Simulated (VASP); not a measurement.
# Ir (P6_3/mmc) in VASP: notebook

The runs below take Ir through single point, with PBE.

Everything below comes from runs of VASP 6.6.1. Logs are shortened: lines on timing, memory, paths and dates and some standing lists are left out, and cuts for length are marked.

**1. The cell of the first run**

It takes space group P6_3/mmc (No. 194, hexagonal). Conventional cell: a = 2.690 Å, b = 2.690 Å, c = 4.403 Å, α = 90.00°, β = 90.00°, γ = 120.00°. Within 3.5 Å of Ir (site symmetry -6m2) lie 12 Ir at 2.69 Å.

**2. Single point, PBE**

INCAR reads:

```
SYSTEM = Ir
ALGO = Normal
EDIFF = 1E-7
ENCUT = 520
GGA = PE
ISIF = 2
ISMEAR = 1
LASPH = .True.
LCHARG = .False.
LREAL = .False.
LWAVE = .False.
NBANDS = 16
NELM = 60
PREC = Accurate
SIGMA = 0.05
```

KPOINTS reads:

```
k-points
0
Gamma
  7 7 4
  0 0 0
```

POSCAR reads:

```
Ir
1.0
    2.6902479665      0.0000000000      0.0000000000
   -1.3451239832      2.3298230815      0.0000000000
    0.0000000000      0.0000000000      4.4030967995
Ir
2
Direct
    0.3333333333      0.6666666667      0.2500000000
    0.6666666667      0.3333333333      0.7500000000
```

Potentials or basis: VASP PAW PBE potentials, release 64 (Ir).

Command:

```
$ cat potpaw_PBE.64/Ir/POTCAR > POTCAR
$ mpirun -np 1 vasp_std > vasp.out
```

OUTCAR:

```text
SYSTEM = Ir
   EDIFF = 1E-7
   ENCUT = 520
   GGA = PE
   ISIF = 2
   ISMEAR = 1
   LASPH = .True.
   LREAL = .False.
   NELM = 60
   PREC = Accurate

 ion  position               nearest neighbor table
   1  0.333  0.667  0.250-   2 2.69   2 2.69   2 2.69   2 2.69   2 2.69   2 2.69
   2  0.667  0.333  0.750-   1 2.69   1 2.69   1 2.69   1 2.69   1 2.69   1 2.69

  LATTYP: Found a hexagonal cell.
 ALAT       =     2.6902479665
 C/A-ratio  =     1.6366880876

  Lattice vectors:

 A1 = (   2.6902479665,   0.0000000000,   0.0000000000)
 A2 = (  -1.3451239832,   2.3298230815,   0.0000000000)
 A3 = (   0.0000000000,   0.0000000000,   4.4030967995)

Analysis of symmetry for initial positions (statically):
=====================================================================
 Subroutine PRICEL returns:
 Original cell was already a primitive cell.

 Routine SETGRP: Setting up the symmetry group for a
 hexagonal supercell.

 Subroutine GETGRP returns: Found 24 space group operations
 (whereof 12 operations were pure point group operations)
 out of a pool of 24 trial point group operations.

The static configuration has the point symmetry D_3d.
 The point group associated with its full space group is D_6h.

Analysis of symmetry for dynamics (positions and initial velocities):
=====================================================================
 Subroutine PRICEL returns:
 Original cell was already a primitive cell.

 Routine SETGRP: Setting up the symmetry group for a
 hexagonal supercell.

 Subroutine GETGRP returns: Found 24 space group operations
 (whereof 12 operations were pure point group operations)
 out of a pool of 24 trial point group operations.

The dynamic configuration has the point symmetry D_3d.
 The point group associated with its full space group is D_6h.

 Subroutine INISYM returns: Found 24 space group operations
 (whereof 12 operations are pure point group operations),
 and found     1 'primitive' translations

----------------------------------------------------------------------------------------

                                     Primitive cell

  volume of cell :      27.5977

  direct lattice vectors                    reciprocal lattice vectors
     2.690247966  0.000000000  0.000000000     0.371712947  0.214608570  0.000000000
    -1.345123983  2.329823081  0.000000000     0.000000000  0.429217140  0.000000000
     0.000000000  0.000000000  4.403096800     0.000000000  0.000000000  0.227112881

  length of vectors
     2.690247966  2.690247967  4.403096800     0.429217140  0.429217140  0.227112881

  position of ions in fractional coordinates (direct lattice)
     0.333333333  0.666666667  0.250000000
     0.666666667  0.333333333  0.750000000

  ion indices of the primitive-cell ions
   primitive index   ion index
                 1           1
                 2           2

----------------------------------------------------------------------------------------

 KPOINTS: k-points

Automatic generation of k-mesh.
 Grid dimensions read from file:
 generate k-points for:    7    7    4

 Generating k-lattice:

  Cartesian coordinates                     Fractional coordinates (reciprocal lattice)
     0.053101850  0.030658367  0.000000000     0.142857143 -0.000000000  0.000000000
     0.000000000  0.061316734  0.000000000     0.000000000  0.142857143  0.000000000
     0.000000000  0.000000000  0.056778220     0.000000000  0.000000000  0.250000000

  Length of vectors
     0.061316734  0.061316734  0.056778220

  Shift w.r.t. Gamma in fractional coordinates (k-lattice)
     0.000000000  0.000000000  0.000000000

 Subroutine IBZKPT returns following result:
 ===========================================

 Found     24 irreducible k-points:

 Following reciprocal coordinates:
            Coordinates               Weight
  0.000000  0.000000  0.000000      1.000000
  0.142857  0.000000  0.000000      6.000000
  0.285714  0.000000  0.000000      6.000000
  0.428571  0.000000  0.000000      6.000000
  0.142857  0.142857  0.000000      6.000000
  0.285714  0.142857  0.000000     12.000000
[... 16 lines left out ...]
  0.428571  0.142857  0.500000      6.000000
  0.285714  0.285714  0.500000      6.000000
   k-points           NKPTS =     24   k-points in BZ     NKDIM =     24   number of bands    NBANDS=     16
   number of dos      NEDOS =    301   number of ions     NIONS =      2
   total plane-waves  NPLWV =  14400
   dimension x,y,z NGX =    20 NGY =   20 NGZ =   36
   dimension x,y,z NGXF=    40 NGYF=   40 NGZF=   72
   ions per type =               2
   NGX,Y,Z   is equivalent  to a cutoff of  12.36, 12.36, 13.59 a.u.
   NGXF,Y,Z  is equivalent  to a cutoff of  24.72, 24.72, 27.18 a.u.
 SYSTEM =  Ir
   PREC   = accura    normal or accurate (medium, high low for compatibility)
   ISTART =      0    job   : 0-new  1-cont  2-samecut
   ICHARG =      2    charge: 1-file 2-atom 10-const
   ISPIN  =      1    spin polarized calculation?
   LNONCOLLINEAR =      F non collinear calculations
   LSORBIT =      F    spin-orbit coupling
   LASPH  =      T    aspherical Exc in radial PAW
   ENCUT  =  520.0 eV  38.22 Ry    6.18 a.u.   5.00  5.00  8.19*2*pi/ulx,y,z
   NELM   =     60;   NELMIN=  2; NELMDL= -5     # of ELM steps
   EDIFF  = 0.1E-06   stopping-criterion for ELM
   LREAL  =      F    real-space projection
   EDIFFG = 0.1E-05   stopping-criterion for IOM
   NSW    =      0    number of steps for IOM
   IBRION =     -1    ionic relax: 0-MD 1-quasi-New 2-CG
   NFREE  =      0    steps in history (QN), initial steepest desc. (CG)
   ISIF   =      2    stress and relaxation
   ISYM   =      2    0-nonsym 1-usesym 2-fastsym
   POTIM  = 0.5000    time-step for ionic-motion
   TEBEG  =    0.0;   TEEND  =   0.0 temperature during run
   PSTRESS=    0.0 pullay stress
   NELECT =      18.0000    total number of electrons
   NUPDOWN=      -1.0000    fix difference up-down
   EMIN   =  10.00;   EMAX   =-10.00  energy-range for DOS
   EFERMI =   0.00;   METHOD = LEGACY
   ISMEAR =     1;   SIGMA  =   0.05  broadening in eV -4-tet -1-fermi 0-gaus
   EFERMI_NEDOS =   21; number of points for ismear=-14 and -15
   IALGO  =     38    algorithm
   IMIX   =      4    mixing-type and parameters
     AMIX     =   0.40;   BMIX     =  1.00
     AMIX_MAG =   1.60;   BMIX_MAG =  1.00
  volume/ion in A,a.u.               =      13.80        93.12
  Fermi-wavevector in a.u.,A,eV,Ry     =   1.419737  2.682914 27.424618  2.015653
  Thomas-Fermi vector in A             =   2.540726
   LORBIT       =      0    0 simple, 1 ext, 2 COOP (PROOUT), +10 PAW based schemes
   GGA     = PE    functional components
   LHFCALC =     F    Hartree Fock is set to
   AEXX    =    0.0000 exact exchange contribution
   IVDW    =     0    specifies the selected vdW correction
   LEPSILON=     F    determine dielectric tensor
   LRPA    =     F    only Hartree local field effects (RPA)
 non-spin polarized calculation
 Methfessel and Paxton  Order N= 1 SIGMA  =   0.05
  energy-cutoff  :      520.00
  volume of cell :       27.60
 maximum number of plane-waves:       764
 NGX is ok and might be reduce to    20
   NGX =  9   NGY =  9   NGZ = 17

 number of electron      18.0000000 magnetization

 Free energy of the ion-electron system (eV)
  ---------------------------------------------------
  ext. energy  EPLUGINS =         0.00000000
  ---------------------------------------------------
  free energy    TOTEN  =       -17.57381806 eV

  energy without entropy =      -17.57305995  energy(sigma->0) =      -17.57356536

 E-fermi :  11.1300     XC(G=0): -14.1367

 val. band max:       11.1295017005   @ k =   0.2857   0.1429   0.0000
 cond. band min:      11.1787808407   @ k =   0.0000   0.0000   0.2500
 fundamental gap:      0.0492791402
 Fermi energy:        11.1299591622

 k-point     1 :       0.0000    0.0000    0.0000
  band No.  band energies     occupation
      1      -0.5466      2.00000
      2       2.4711      2.00000
      3       6.7677      2.00000
      4       6.9506      2.00000
      5       6.9506      2.00000
      6       7.6170      2.00000
[... 8 lines left out ...]
     15      27.2436      0.00000
     16      28.4532      0.00000

 k-point     2 :       0.1429    0.0000    0.0000
  band No.  band energies     occupation
      1       0.2531      2.00000
      2       3.1537      2.00000
      3       6.0544      2.00000
      4       7.1392      2.00000
      5       7.2495      2.00000
      6       7.6447      2.00000
[... 8 lines left out ...]
     15      28.1560      0.00000
     16      29.2220      0.00000

 k-point     3 :       0.2857    0.0000    0.0000
  band No.  band energies     occupation
      1       2.0870      2.00000
      2       3.7277      2.00000
      3       5.0981      2.00000
      4       6.0014      2.00000
      5       6.8238      2.00000
      6       7.3231      2.00000
[... 8 lines left out ...]
     15      26.3675      0.00000
     16      26.4107      0.00000

 k-point     4 :       0.4286    0.0000    0.0000
  band No.  band energies     occupation
      1       3.0617      2.00000
      2       3.2569      2.00000
      3       3.9237      2.00000
      4       6.8122      2.00000
      5       7.0434      2.00000
      6       7.2689      2.00000
[... 8 lines left out ...]
     15      23.2375      0.00000
     16      24.0263      0.00000
[... 324 lines left out ...]
 k-point    22 :       0.2857    0.1429    0.5000
  band No.  band energies     occupation
      1       3.5109      2.00000
      2       3.5109      2.00000
      3       5.2734      2.00000
      4       5.2734      2.00000
      5       7.1256      2.00000
      6       7.1256      2.00000
[... 8 lines left out ...]
     15      26.1092      0.00000
     16      26.1092      0.00000

 k-point    23 :       0.4286    0.1429    0.5000
  band No.  band energies     occupation
      1       3.3521      2.00000
      2       3.3521      2.00000
      3       5.0406      2.00000
      4       5.0406      2.00000
      5       7.5463      2.00000
      6       7.5463      2.00000
[... 8 lines left out ...]
     15      25.0123      0.00000
     16      25.0123      0.00000

 k-point    24 :       0.2857    0.2857    0.5000
  band No.  band energies     occupation
      1       4.1262      2.00000
      2       4.1262      2.00000
      3       5.5059      2.00000
      4       5.5059      2.00000
      5       6.6002      2.00000
      6       6.6002      2.00000
[... 8 lines left out ...]
     15      22.3859      0.00000
     16      22.3859      0.00000

------------------------ aborting loop because EDIFF is reached ----------------------------------------

  FORCE on cell =-STRESS in cart. coord.  units (eV):
  Direction    XX          YY          ZZ          XY          YZ          ZX
  --------------------------------------------------------------------------------------
  -------------------------------------------------------------------------------------
  Total        3.5836408      3.5836408      3.5706032      0.0000000     -0.0000000      0.0000000
  in kB      208.0470507    208.0470507    207.2901609      0.0000000     -0.0000000      0.0000000
  external PRESSURE =     207.7947541 kB  Pullay stress =       0.0000000 kB

 VOLUME and BASIS-vectors are now :
 -----------------------------------------------------------------------------
  energy-cutoff  :      520.00
  volume of cell :       27.60
      direct lattice vectors                 reciprocal lattice vectors
     2.690247966  0.000000000  0.000000000     0.371712947  0.214608570  0.000000000
    -1.345123983  2.329823081  0.000000000     0.000000000  0.429217140  0.000000000
     0.000000000  0.000000000  4.403096800     0.000000000  0.000000000  0.227112881

 POSITION                                       TOTAL-FORCE (eV/Angst)
 -----------------------------------------------------------------------------------
     -0.00000      1.55322      1.10077         0.000000      0.000000      0.000000
      1.34512      0.77661      3.30232         0.000000     -0.000000      0.000000
 -----------------------------------------------------------------------------------
    total drift:                               -0.000000      0.000000     -0.000000

  FREE ENERGIE OF THE ION-ELECTRON SYSTEM (eV)
  ---------------------------------------------------
  free  energy   TOTEN  =       -17.5738180647 eV

  energy  without entropy=      -17.5730599494  energy(sigma->0) =      -17.57356536
```

Run time: 4.9 s. Hardware: 1 thread of Intel Xeon 6975P-C (Granite Rapids), shared host; peak memory 0.14 GiB.

What came out:

```
Free energy            : -17.5738 eV
Pressure               : 20.8 GPa
Band gap on the k mesh : zero (band 9 reaches 11.83 eV, above the bottom of band 10 at 8.52 eV)
```

Caveat: the k points lie up to 0.39 Å⁻¹ apart; spin-orbit coupling is left out, which moves the levels of the heavy elements.

**3. Single point, PBE**

This run uses another cell than the first one, of 14.52 Å³/atom, 1.052 times its volume.

INCAR reads:

```
SYSTEM = Ir
PREC = Accurate
ENCUT = 520
EDIFF = 1E-6
ISMEAR = 1
SIGMA = 0.05
LREAL = .False.
LASPH = .True.
NELM = 100
ALGO = Normal
ISIF = 2
LWAVE = .False.
LCHARG = .True.
GGA = PE
LELF = .True.
LVHAR = .True.
NBANDS = 16
```

KPOINTS reads:

```
regular mesh
0
Gamma
  7 7 4
  0 0 0
```

POSCAR reads:

```
Ir
1.0
    2.7360032709      0.0000000000      0.0000000000
   -1.3680016355      2.3694483375      0.0000000000
    0.0000000000      0.0000000000      4.4782274724
Ir
2
Direct
    0.3333333333      0.6666666667      0.2500000000
    0.6666666667      0.3333333333      0.7500000000
```

Potentials or basis: VASP PAW PBE potentials, release 64 (Ir).

Command:

```
$ cat potpaw_PBE.64/Ir/POTCAR > POTCAR
$ mpirun -np 1 vasp_std > vasp.out
```

It took 5.2 s on 1 thread of Intel Xeon 6975P-C (Granite Rapids), shared host; peak memory 0.14 GiB.

It converged, with:

| Property | Result |
| --- | --- |
| Free energy | -17.6652 eV |
| Pressure | 0.5 GPa |
| Band gap on the k mesh | zero (band 9 reaches 10.85 eV, above the bottom of band 10 at 7.81 eV) |

Levels at points of the mesh, in eV from the Fermi level:
```
           k point  band 5  band 6  band 7  band 8  band 9  band 10  band 11  band 12  band 13  band 14
(0.00, 0.00, 0.00)   -3.86   -3.25   -3.25   -2.36   -2.36    -0.98     0.13     0.13     6.58    14.18
(0.00, 0.00, 0.50)   -3.95   -3.95   -3.95   -3.95   -0.60    -0.60    -0.60    -0.60    13.38    13.38
```

Caveat: the k points lie up to 0.38 Å⁻¹ apart; spin-orbit coupling is left out, which moves the levels of the heavy elements.
